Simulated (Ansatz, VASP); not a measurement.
**MoS2: VASP beside Ansatz**

Contents of INCAR:

```
SYSTEM = MoS2
ALGO = Normal ; EDIFF = 1E-6
EDIFFG = -0.002 ; ENCUT = 600
GGA = PE ; IBRION = 2
ISIF = 3 ; ISMEAR = 0
LASPH = .True. ; LCHARG = .False.
LREAL = .False. ; LWAVE = .False.
NELM = 100 ; NSW = 100
PREC = Accurate ; SIGMA = 0.02
```

File KPOINTS:

```
k-points
0
Gamma
  12 12 2
  0 0 0
```

POSCAR

```
MoS2
1.0
    3.1922379100      0.0000000000      0.0000000000
   -1.5961189600      2.7645591300      0.0000000000
    0.0000000000      0.0000000000     13.3782940000
Mo S
2 4
Direct
    0.6666666700      0.3333333300      0.2500000000
    0.3333333300      0.6666666700      0.7500000000
    0.6666666700      0.3333333300      0.6330820000
    0.3333333300      0.6666666700      0.3669180000
    0.6666666700      0.3333333300      0.8669180000
    0.3333333300      0.6666666700      0.1330820000
```

Input for Ansatz:

```yaml
crystal:
  lattice:
    - [3.19223791, 0.0, 0.0]
    - [-1.59611896, 2.76455913, 0.0]
    - [0.0, 0.0, 13.378294]
  atoms:
    - { symbol: Mo, position: [0.66666667, 0.33333333, 0.25] }
    - { symbol: Mo, position: [0.33333333, 0.66666667, 0.75] }
    - { symbol: S, position: [0.66666667, 0.33333333, 0.633082] }
    - { symbol: S, position: [0.33333333, 0.66666667, 0.366918] }
    - { symbol: S, position: [0.66666667, 0.33333333, 0.866918] }
    - { symbol: S, position: [0.33333333, 0.66666667, 0.133082] }
basis:
  ecutwfc: 420
kpoints:
  mp_grid: { grid: [12, 12, 2] }
hamiltonian:
  xc: pbe
scf:
  occupations: { method: gaussian, width: 0.02 }
output:
  forces: true
  stress: true
  eigenvalues: true
  write_density: true
  write_potential: true
  elf: true
  volumetric_format: npy
relax:
  adjacent_minimum: "off"
  f_tol: 0.002
  max_steps: 80
  cell: { stress_tol: 0.02 }
```

Alike in both runs: task relaxation of cell and atoms; functional PBE; k mesh 12 × 12 × 2; occupations gaussian, width 0.02 eV; no spin polarisation.

|  | VASP | Ansatz |
| --- | --- | --- |
| version | VASP 6.6.1 | Ansatz 0.2.0 |
| potentials or method | VASP PAW PBE potentials, release 64 (Mo_sv, S), cutoff 600 eV | scalar-relativistic, plane waves, PAW |
| valence electrons in the cell | 52 | 52 |

Ansatz gave:

```
gap on the k mesh at the Fermi level, each at its own relaxed structure (eV) : 1.45
relaxed volume (Å³/atom)                                                     : 21.68
relaxed cell length with the largest relative difference (Å)                 : 14.804
```

Problem. Which values does VASP return?

Solution. gap on the k mesh at the Fermi level, each at its own relaxed structure (eV): 1.42; relaxed volume (Å³/atom): 21.09; relaxed cell length with the largest relative difference (Å): 14.413.
